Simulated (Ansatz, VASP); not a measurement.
**Two plane-wave programs on KMgF3**

The input INCAR:

```
SYSTEM = KMgF3
PREC = Accurate ; ENCUT = 520
EDIFF = 1E-7 ; ISMEAR = 0
SIGMA = 0.02 ; LREAL = .False.
LASPH = .True. ; NELM = 80
ALGO = Normal ; ISIF = 2
LWAVE = .False. ; LCHARG = .False.
GGA = PS ; NBANDS = 24
```

The input KPOINTS:

```
regular mesh
0
Gamma
  6 6 6
  0 0 0
```

POSCAR

```
KMgF3
1.0
    3.8673728861      0.0000000000      0.0000000000
    0.0000000000      3.8673728861      0.0000000000
    0.0000000000      0.0000000000      3.8673728861
K Mg F
1 1 3
Direct
    0.5000000000      0.5000000000      0.5000000000
    0.0000000000      0.0000000000      0.0000000000
    0.5000000000      0.0000000000      0.0000000000
    0.0000000000      0.5000000000      0.0000000000
    0.0000000000      0.0000000000      0.5000000000
```

Input for Ansatz:

```yaml
crystal:
  lattice:
    - [3.8673728874, 0.0, 0.0]
    - [0.0, 3.8673728874, 0.0]
    - [0.0, 0.0, 3.8673728874]
  atoms:
    - { symbol: K, position: [0.5, 0.5, 0.5] }
    - { symbol: Mg, position: [0.0, 0.0, 0.0] }
    - { symbol: F, position: [0.5, 0.0, 0.0] }
    - { symbol: F, position: [0.0, 0.5, 0.0] }
    - { symbol: F, position: [0.0, 0.0, 0.5] }
basis:
  ecutwfc: 420
kpoints:
  mp_grid: { grid: [6, 6, 6] }
hamiltonian:
  xc: pbesol
scf:
  occupations: { method: gaussian, width: 0.02 }
output:
  forces: true
  stress: true
  eigenvalues: true
  write_density: true
  write_potential: true
  elf: true
  volumetric_format: npy
```

Alike in both runs: task single point; functional PBEsol; k mesh 6 × 6 × 6; occupations gaussian, width 0.02 eV; no spin polarisation.

```csv
,VASP,Ansatz
version,VASP 6.6.1,Ansatz 0.2.0
potentials or method,"VASP PAW PBE potentials, release 64 (K_sv, Mg, F), cutoff 520 eV","scalar-relativistic, plane waves, PAW"
valence electrons in the cell,32,40
```

```tsv
	VASP	Ansatz	Ansatz less VASP
gap on the k mesh at the Fermi level (eV)	7.83	7.85	+0.022
least direct gap on the mesh (eV)	8.15	8.17	+0.020
pressure (GPa)	8.2	8.5	+0.27
```

VASP's potentials were made for PBE, not for PBEsol. VASP's potentials hold 32 valence electrons a cell and Ansatz's 40, so a difference there can come from the potentials and not from the codes.
